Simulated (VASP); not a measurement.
A run of VASP 6.6.1 is set up as follows.

Contents of POSCAR:

```
La2O3
1.0
    4.0576638417      0.0000000000      0.0000000000
   -2.0288319209      3.5140399670      0.0000000000
    0.0000000000      0.0000000000      6.3092480853
La O
2 3
Direct
    0.3333333333      0.6666666667      0.2462356800
    0.6666666667      0.3333333333      0.7537643200
    0.0000000000      0.0000000000      0.0000000000
    0.3333333333      0.6666666667      0.6458906500
    0.6666666667      0.3333333333      0.3541093500
```

File INCAR.step1:

```
GGA = PE
ISMEAR = 0
SIGMA = 0.03
LWAVE = F
LCHARG = F
NSW = 80
PREC = Accurate
LASPH = T
LREAL = F
ALGO = Normal
EDIFF = 1E-7
NELM = 200
GGA_COMPAT = F
IBRION = 2
ISIF = 3
EDIFFG = -0.002
NELMIN = 4
ENCUT = 840
EFERMI = MIDGAP
LMAXMIX = 6
KPAR = 4
POTIM = 0.5
```

INCAR.step4

```
GGA = PE
ISMEAR = 0
SIGMA = 0.03
LWAVE = F
LCHARG = F
PREC = Accurate
LASPH = T
LREAL = F
ALGO = Normal
EDIFF = 1E-7
NELM = 200
GGA_COMPAT = F
ISIF = 2
ENCUT = 840
EFERMI = MIDGAP
LMAXMIX = 6
KPAR = 4
```

The input KPOINTS:

```
Automatic mesh
0
Gamma
  8 8 5
  0 0 0
```

Potentials or basis: VASP PAW PBE potentials, release 64 (La, O).

Run with:

```console
$ cat potpaw_PBE.64/La/POTCAR potpaw_PBE.64/O/POTCAR > POTCAR
$ cp INCAR.step1 INCAR
$ cp POSCAR.step1 POSCAR
$ mpirun -np 4 vasp_std > vasp.out
$ cp CONTCAR POSCAR
$ mpirun -np 4 vasp_std > vasp.out
$ cp CONTCAR POSCAR
$ mpirun -np 4 vasp_std > vasp.out
$ cp CONTCAR POSCAR
$ cp INCAR.step4 INCAR
$ mpirun -np 4 vasp_std > vasp.out
```

Problem. Predict the band gap on the k mesh.

Solution. 3.89 eV (least direct gap 4.07 eV).

Problem. Predict the space group after relaxing (to 0.1 Å).

Solution. P-3m1 (No. 164).

Problem. Predict the relaxed cell.

Solution. a = 3.938 Å, b = 3.938 Å, c = 6.184 Å, α = 90.00°, β = 90.00°, γ = 120.00°.

The path:
```tsv
step	energy change (eV)	largest force (eV/Å)	pressure (GPa)	volume (Å³)
1	0.0000	0.6254	-8.97	89.96
2	-0.2157	0.1560	-0.25	83.36
3	-0.2176	0.0267	0.03	83.04
4	-0.2176	0.0131	0.08	83.00
5	-0.2176	0.0090	0.04	83.06
6	-0.2176	0.0082	-0.05	83.07
7	-0.2176	0.0087	-0.03	83.06
8	-0.2177	0.0068	0.00	83.06
9	-0.2177	0.0098	0.02	83.06
10	-0.2177	0.0008	-0.03	83.07
11	-0.2177	0.0020	-0.03	83.07
12	-0.2177	0.0063	0.03	83.07
13	-0.2177	0.0032	0.00	83.07
14	-0.2177	0.0039	0.00	83.07
15	-0.2177	0.0035	0.00	83.07
16	-0.2177	0.0028	0.00	83.07
17	-0.2177	0.0019	0.00	83.07
18	-0.2158	0.0035	-0.03	83.07
19	-0.2158	0.0043	0.01	83.04
20	-0.2158	0.0025	0.00	83.05
21	-0.2158	0.0010	0.03	83.05
22	-0.2158	0.0013	-0.02	83.06
23	-0.2158	0.0010	-0.01	83.06
24	-0.2158	0.0011	-0.01	83.06
```

Caveat: spin-orbit coupling is left out, which moves the levels of the heavy elements. A k mesh can miss the band edges.
